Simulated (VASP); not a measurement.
# SiC (P6_3mc) in VASP: further runs

The runs below take SiC through single point, with PBE.

All numbers are computed with VASP 6.6.1; they aren't measurements. Logs are shortened: lines on timing, memory, paths and dates and some standing lists are left out, and cuts for length are marked.

### Step 1. The cell of the first run

It takes space group P6_3mc (No. 186, hexagonal). The conventional cell has a = 3.042 Å, b = 3.042 Å, c = 5.242 Å, α = 90.00°, β = 90.00°, γ = 120.00°. Si (site symmetry 3m) has 4 C at 1.87 to 1.97 Å within 2.5 Å. Within 2.5 Å of C (site symmetry 3m) lie 4 Si at 1.87 to 1.97 Å.

### Step 2. Single point, PBE

Input file INCAR:

```
PREC = Accurate
ENCUT = 520
EDIFF = 1E-6
ISMEAR = 0
SIGMA = 0.05
LREAL = F
LASPH = T
NELM = 60
ALGO = Normal
ISIF = 2
LWAVE = F
LCHARG = F
GGA = PE
NBANDS = 16
```

Input file KPOINTS:

```
Automatic mesh
0
Gamma
  12 12 6
```

Input file POSCAR:

```
SiC
1.0
    3.0421072583      0.0000000000      0.0000000000
   -1.5210536292      2.6345421668      0.0000000000
    0.0000000000      0.0000000000      5.2415111435
Si C
2 2
Direct
    0.3333333333      0.6666666667      0.0045636718
    0.6666666667      0.3333333333      0.5045636718
    0.3333333333      0.6666666667      0.3804363282
    0.6666666667      0.3333333333      0.8804363282
```

Potentials or basis: VASP PAW PBE potentials, release 64 (Si, C).

The run is started by

```
cat potpaw_PBE.64/Si/POTCAR potpaw_PBE.64/C/POTCAR > POTCAR
mpirun -np 1 vasp_std > vasp.out
```

OUTCAR:

```text
PREC = Accurate
   ENCUT = 520
   EDIFF = 1E-6
   ISMEAR = 0
   LREAL = F
   LASPH = T
   NELM = 60
   ISIF = 2
   GGA = PE

 ion  position               nearest neighbor table
   1  0.333  0.667  0.005-   4 1.87   4 1.87   4 1.87   3 1.97
   2  0.667  0.333  0.505-   3 1.87   3 1.87   3 1.87   4 1.97
   3  0.333  0.667  0.380-   2 1.87   2 1.87   2 1.87   1 1.97
   4  0.667  0.333  0.880-   1 1.87   1 1.87   1 1.87   2 1.97

  LATTYP: Found a hexagonal cell.
 ALAT       =     3.0421072583
 C/A-ratio  =     1.7229869621

  Lattice vectors:

 A1 = (   3.0421072583,   0.0000000000,   0.0000000000)
 A2 = (  -1.5210536292,   2.6345421668,   0.0000000000)
 A3 = (   0.0000000000,   0.0000000000,   5.2415111435)

Analysis of symmetry for initial positions (statically):
=====================================================================
 Subroutine PRICEL returns:
 Original cell was already a primitive cell.

 Routine SETGRP: Setting up the symmetry group for a
 hexagonal supercell.

 Subroutine GETGRP returns: Found 12 space group operations
 (whereof  6 operations were pure point group operations)
 out of a pool of 24 trial point group operations.

The static configuration has the point symmetry C_3v.
 The point group associated with its full space group is C_6v.

Analysis of symmetry for dynamics (positions and initial velocities):
=====================================================================
 Subroutine PRICEL returns:
 Original cell was already a primitive cell.

 Routine SETGRP: Setting up the symmetry group for a
 hexagonal supercell.

 Subroutine GETGRP returns: Found 12 space group operations
 (whereof  6 operations were pure point group operations)
 out of a pool of 24 trial point group operations.

The dynamic configuration has the point symmetry C_3v.
 The point group associated with its full space group is C_6v.

 Subroutine INISYM returns: Found 12 space group operations
 (whereof  6 operations are pure point group operations),
 and found     1 'primitive' translations

----------------------------------------------------------------------------------------

                                     Primitive cell

  volume of cell :      42.0084

  direct lattice vectors                    reciprocal lattice vectors
     3.042107258  0.000000000  0.000000000     0.328719508  0.189786296  0.000000000
    -1.521053629  2.634542167  0.000000000     0.000000000  0.379572592  0.000000000
     0.000000000  0.000000000  5.241511144     0.000000000  0.000000000  0.190784675

  length of vectors
     3.042107258  3.042107258  5.241511144     0.379572592  0.379572592  0.190784675

  position of ions in fractional coordinates (direct lattice)
     0.333333333  0.666666667  0.004563672
     0.666666667  0.333333333  0.504563672
     0.333333333  0.666666667  0.380436328
     0.666666667  0.333333333  0.880436328

  ion indices of the primitive-cell ions
   primitive index   ion index
                 1           1
                 2           2
                 3           3
                 4           4

----------------------------------------------------------------------------------------

 KPOINTS: Automatic mesh

Automatic generation of k-mesh.
 Grid dimensions read from file:
 generate k-points for:   12   12    6

 Generating k-lattice:

  Cartesian coordinates                     Fractional coordinates (reciprocal lattice)
     0.027393292  0.015815525  0.000000000     0.083333333  0.000000000  0.000000000
     0.000000000  0.031631049  0.000000000     0.000000000  0.083333333  0.000000000
     0.000000000  0.000000000  0.031797446     0.000000000  0.000000000  0.166666667

  Length of vectors
     0.031631049  0.031631049  0.031797446

  Shift w.r.t. Gamma in fractional coordinates (k-lattice)
     0.000000000  0.000000000  0.000000000

 Subroutine IBZKPT returns following result:
 ===========================================

 Found     76 irreducible k-points:

 Following reciprocal coordinates:
            Coordinates               Weight
  0.000000  0.000000  0.000000      1.000000
  0.083333  0.000000  0.000000      6.000000
  0.166667 -0.000000  0.000000      6.000000
  0.250000  0.000000  0.000000      6.000000
  0.333333 -0.000000  0.000000      6.000000
  0.416667 -0.000000  0.000000      6.000000
[... 16 lines left out ...]
  0.250000  0.000000  0.166667     12.000000
  0.333333 -0.000000  0.166667     12.000000
 [... further k-points ...]
   k-points           NKPTS =     76   k-points in BZ     NKDIM =     76   number of bands    NBANDS=     16
   number of dos      NEDOS =    301   number of ions     NIONS =      4
   total plane-waves  NPLWV =  23040
   dimension x,y,z NGX =    24 NGY =   24 NGZ =   40
   dimension x,y,z NGXF=    48 NGYF=   48 NGZF=   80
   ions per type =               2   2
   NGX,Y,Z   is equivalent  to a cutoff of  13.12, 13.12, 12.69 a.u.
   NGXF,Y,Z  is equivalent  to a cutoff of  26.23, 26.23, 25.37 a.u.
 SYSTEM =  unknown system
   PREC   = accura    normal or accurate (medium, high low for compatibility)
   ISTART =      0    job   : 0-new  1-cont  2-samecut
   ICHARG =      2    charge: 1-file 2-atom 10-const
   ISPIN  =      1    spin polarized calculation?
   LNONCOLLINEAR =      F non collinear calculations
   LSORBIT =      F    spin-orbit coupling
   LASPH  =      T    aspherical Exc in radial PAW
   ENCUT  =  520.0 eV  38.22 Ry    6.18 a.u.   5.66  5.66  9.75*2*pi/ulx,y,z
   NELM   =     60;   NELMIN=  2; NELMDL= -5     # of ELM steps
   EDIFF  = 0.1E-05   stopping-criterion for ELM
   LREAL  =      F    real-space projection
   EDIFFG = 0.1E-04   stopping-criterion for IOM
   NSW    =      0    number of steps for IOM
   IBRION =     -1    ionic relax: 0-MD 1-quasi-New 2-CG
   NFREE  =      0    steps in history (QN), initial steepest desc. (CG)
   ISIF   =      2    stress and relaxation
   ISYM   =      2    0-nonsym 1-usesym 2-fastsym
   POTIM  = 0.5000    time-step for ionic-motion
   TEBEG  =    0.0;   TEEND  =   0.0 temperature during run
   PSTRESS=    0.0 pullay stress
   NELECT =      16.0000    total number of electrons
   NUPDOWN=      -1.0000    fix difference up-down
   EMIN   =  10.00;   EMAX   =-10.00  energy-range for DOS
   EFERMI =   0.00;   METHOD = LEGACY
   ISMEAR =     0;   SIGMA  =   0.05  broadening in eV -4-tet -1-fermi 0-gaus
   EFERMI_NEDOS =   21; number of points for ismear=-14 and -15
   IALGO  =     38    algorithm
   IMIX   =      4    mixing-type and parameters
     AMIX     =   0.40;   BMIX     =  1.00
     AMIX_MAG =   1.60;   BMIX_MAG =  1.00
  volume/ion in A,a.u.               =      10.50        70.87
  Fermi-wavevector in a.u.,A,eV,Ry     =   1.186687  2.242513 19.160071  1.408225
  Thomas-Fermi vector in A             =   2.322854
   LORBIT       =      0    0 simple, 1 ext, 2 COOP (PROOUT), +10 PAW based schemes
   GGA     = PE    functional components
   LHFCALC =     F    Hartree Fock is set to
   AEXX    =    0.0000 exact exchange contribution
   IVDW    =     0    specifies the selected vdW correction
   LEPSILON=     F    determine dielectric tensor
   LRPA    =     F    only Hartree local field effects (RPA)
 non-spin polarized calculation
 Gauss-broadening in eV      SIGMA  =   0.05
  energy-cutoff  :      520.00
  volume of cell :       42.01
 maximum number of plane-waves:      1148
 NGX is ok and might be reduce to    24

 number of electron      16.0000000 magnetization

 Free energy of the ion-electron system (eV)
  ---------------------------------------------------
  ext. energy  EPLUGINS =         0.00000000
  ---------------------------------------------------
  free energy    TOTEN  =       -30.00112819 eV

  energy without entropy =      -30.00112819  energy(sigma->0) =      -30.00112819

 E-fermi :   8.3800     XC(G=0): -11.2861

 val. band max:        8.1477009325   @ k =   0.0000   0.0000   0.0000
 cond. band min:      10.2677467927   @ k =   0.3333   0.3333   0.0000
 fundamental gap:      2.1200458602
 Fermi energy:         8.3800045458

 k-point     1 :       0.0000    0.0000    0.0000
  band No.  band energies     occupation
      1      -7.3696      2.00000
      2      -4.2494      2.00000
      3      -0.5798      2.00000
      4       7.0671      2.00000
      5       7.0671      2.00000
      6       7.7606      2.00000
[... 8 lines left out ...]
     15      17.0497      0.00000
     16      19.1229      0.00000

 k-point     2 :       0.0833    0.0000    0.0000
  band No.  band energies     occupation
      1      -7.2458      2.00000
      2      -4.1400      2.00000
      3      -0.4645      2.00000
      4       6.3832      2.00000
      5       6.8547      2.00000
      6       7.6562      2.00000
[... 8 lines left out ...]
     15      17.3590      0.00000
     16      18.6182      0.00000

 k-point     3 :       0.1667   -0.0000    0.0000
  band No.  band energies     occupation
      1      -6.8776      2.00000
      2      -3.8195      2.00000
      3      -0.1273      2.00000
      4       4.8736      2.00000
      5       6.3736      2.00000
      6       6.4944      2.00000
[... 8 lines left out ...]
     15      17.6821      0.00000
     16      18.0790      0.00000

 k-point     4 :       0.2500    0.0000    0.0000
  band No.  band energies     occupation
      1      -6.2763      2.00000
      2      -3.3179      2.00000
      3       0.3870      2.00000
      4       3.1976      2.00000
      5       5.0441      2.00000
      6       5.8499      2.00000
[... 8 lines left out ...]
     15      18.1041      0.00000
     16      19.0874      0.00000
[... 324 lines left out ...]
 k-point    22 :       0.1667   -0.0000    0.1667
  band No.  band energies     occupation
      1      -6.7554      2.00000
      2      -4.2409      2.00000
      3       0.4916      2.00000
      4       4.9741      2.00000
      5       6.1417      2.00000
      6       6.4514      2.00000
[... 8 lines left out ...]
     15      17.9250      0.00000
     16      18.2523      0.00000

 k-point    23 :       0.2500    0.0000    0.1667
  band No.  band energies     occupation
      1      -6.1561      2.00000
      2      -3.7138      2.00000
      3       0.9259      2.00000
      4       3.3551      2.00000
      5       4.7281      2.00000
      6       5.9343      2.00000
[... 8 lines left out ...]
     15      18.5407      0.00000
     16      18.9844      0.00000

 k-point    24 :       0.3333   -0.0000    0.1667
  band No.  band energies     occupation
      1      -5.3536      2.00000
      2      -3.0687      2.00000
      3       0.9132      2.00000
      4       2.4488      2.00000
      5       3.2453      2.00000
      6       5.5041      2.00000
[... 8 lines left out ...]
     15      19.0175      0.00000
     16      20.1737      0.00000

 [... further k-points ...]
[... 5 lines left out ...]
  --------------------------------------------------------------------------------------
  -------------------------------------------------------------------------------------
  Total        2.4270249      2.4270249     -4.2162395     -0.0000000      0.0000000      0.0000000
  in kB       92.5653893     92.5653893   -160.8050418     -0.0000000      0.0000000      0.0000000
  external PRESSURE =       8.1085789 kB  Pullay stress =       0.0000000 kB

 VOLUME and BASIS-vectors are now :
 -----------------------------------------------------------------------------
  energy-cutoff  :      520.00
  volume of cell :       42.01
      direct lattice vectors                 reciprocal lattice vectors
     3.042107258  0.000000000  0.000000000     0.328719508  0.189786296  0.000000000
    -1.521053629  2.634542167  0.000000000     0.000000000  0.379572592  0.000000000
     0.000000000  0.000000000  5.241511144     0.000000000  0.000000000  0.190784675

 POSITION                                       TOTAL-FORCE (eV/Angst)
 -----------------------------------------------------------------------------------
     -0.00000      1.75636      0.02392         0.000000      0.000000      0.327849
      1.52105      0.87818      2.64468         0.000000     -0.000000      0.327849
     -0.00000      1.75636      1.99406        -0.000000      0.000000     -0.327849
      1.52105      0.87818      4.61482         0.000000     -0.000000     -0.327849
 -----------------------------------------------------------------------------------
    total drift:                               -0.000000      0.000000      0.000425

  FREE ENERGIE OF THE ION-ELECTRON SYSTEM (eV)
  ---------------------------------------------------
  free  energy   TOTEN  =       -30.0011281943 eV

  energy  without entropy=      -30.0011281943  energy(sigma->0) =      -30.00112819
```

Run time: 18 s. Hardware: 1 thread of Intel Xeon Platinum 8559C (Emerald Rapids), shared host; peak memory 0.17 GiB.

Results:

```
Free energy            : -30.0011 eV
Pressure               : 0.8 GPa
Largest force          : 0.328 eV/Å
Band gap on the k mesh : 2.12 eV, indirect (least direct gap 4.37 eV)
```

Forces in eV/Å, atoms in the order of the input:
```
Si   0.000  0.000  0.328
Si   0.000  0.000  0.328
C    0.000  0.000 -0.328
C    0.000  0.000 -0.328
```

Stress tensor (GPa, compression positive):
```
  9.26   0.00   0.00
  0.00   9.26   0.00
  0.00   0.00 -16.08
```

 A k mesh can miss the band edges.

### Step 3. Single point, PBE

This run uses another cell than the first one, of the same volume but with other edges.

Input file INCAR:

```
SYSTEM = SiC
  PREC = Accurate
  ENCUT = 520
  EDIFF = 1E-7
  ISMEAR = 0
  SIGMA = 0.05
  LREAL = .FALSE.
  LASPH = .TRUE.
  NELM = 80
  ALGO = Normal
  ISIF = 2
  LWAVE = .FALSE.
  LCHARG = .FALSE.
  GGA = PE
  NBANDS = 16
```

Input file KPOINTS:

```
regular mesh
0
G
  12 12 6
  0 0 0
```

Input file POSCAR:

```
SiC
1.0
    3.3307417409      0.0000000000      0.0000000000
   -1.6653708704      2.8845069610      0.0000000000
    0.0000000000      0.0000000000      4.3724377857
Si C
2 2
Direct
    0.3333333333      0.6666666667      0.0045636718
    0.6666666667      0.3333333333      0.5045636718
    0.3333333333      0.6666666667      0.3804363282
    0.6666666667      0.3333333333      0.8804363282
```

Potentials or basis: VASP PAW PBE potentials, release 64 (Si, C).

The run is started by

```
cat potpaw_PBE.64/Si/POTCAR potpaw_PBE.64/C/POTCAR > POTCAR
mpirun -np 1 vasp_std > vasp.out
```

Wall time 30 s (1 thread of Intel Xeon Platinum 8559C (Emerald Rapids), shared host); peak memory 0.19 GiB.

Results (log left out):

- Free energy: -27.5143 eV
- Pressure: 14.7 GPa
- Largest force: 5.315 eV/Å
- Band gap on the k mesh: 1.03 eV, indirect (least direct gap 1.44 eV)

Forces on the atoms (eV/Å):
```
Si   0.000  0.000 -5.315
Si   0.000  0.000 -5.315
C    0.000  0.000  5.315
C    0.000  0.000  5.315
```

Stress tensor (GPa, compression positive):
```
-31.34   0.00   0.00
  0.00 -31.34   0.00
  0.00   0.00 106.81
```

Levels at points of the mesh, in eV from the valence-band top:
```
           k point  band 6  band 7  band 8  band 9  band 10  band 11
(0.00, 0.00, 0.00)   -0.22   -0.22   -0.17    1.27     5.01     5.01
(0.50, 0.00, 0.00)   -4.54   -3.38   -0.64    1.03     5.49     6.27
(0.00, 0.00, 0.50)   -1.67   -1.67   -1.67    3.78     3.78     5.73
(0.50, 0.00, 0.50)   -3.10   -1.42   -1.42    3.17     3.17     7.23
```

Caveat: forces of over 1 eV/Å act on the atoms, so gaps and moduli don't describe the material at rest. A k mesh can miss the band edges.

(Part 1 of 2 ends here.)
